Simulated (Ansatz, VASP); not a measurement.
## Two plane-wave programs on Si2C3

```
Si C
1.0
     2.61707    0.00000    0.00000
    -1.30854    2.26645    0.00000
     0.00000    0.00000   22.86765
Si C
4 6
Direct
  0.66667 0.33333 0.19545
  0.66667 0.33333 0.30455
  0.33333 0.66667 0.69545
  0.33333 0.66667 0.80455
  0.66667 0.33333 0.75000
  0.66667 0.33333 0.99998
  0.66667 0.33333 0.50002
  0.33333 0.66667 0.00002
  0.33333 0.66667 0.25000
  0.33333 0.66667 0.49998
```

Alike in both runs: task single point; functional PBE; k mesh 6 × 6 × 1; occupations gaussian, width 0.1 eV; collinear spin.

```csv
,VASP,Ansatz
version,VASP 6.6.1,Ansatz 0.2.0
potentials or method,"VASP PAW PBE potentials, release 64 (Si, C), cutoff 520 eV","scalar-relativistic, plane waves, PAW"
valence electrons in the cell,40,40
```

VASP gave:

```
gap on the k mesh at the Fermi level (eV)                     : none
pressure (GPa)                                                : 0.2
traceless stress, the component that is largest in VASP (GPa) : -0.19
rms of the force components (eV/Å)                            : 0.006
net moment per atom (μB)                                      : 0.01
```

Question: What did Ansatz give for the same quantities?

Answer: gap on the k mesh at the Fermi level (eV): none; pressure (GPa): 0.1; traceless stress, the component that is largest in VASP (GPa): 0.06; rms of the force components (eV/Å): 0.007; net moment per atom (μB): 0.01.

Atom by atom the forces differ by 0.008 eV/Å (rms over components). A gap of «none» marks a metal or a gap that the smearing closes. Ansatz's warnings: seeded moment not kept.

The k mesh is coarse, so the values compare programs but aren't converged.
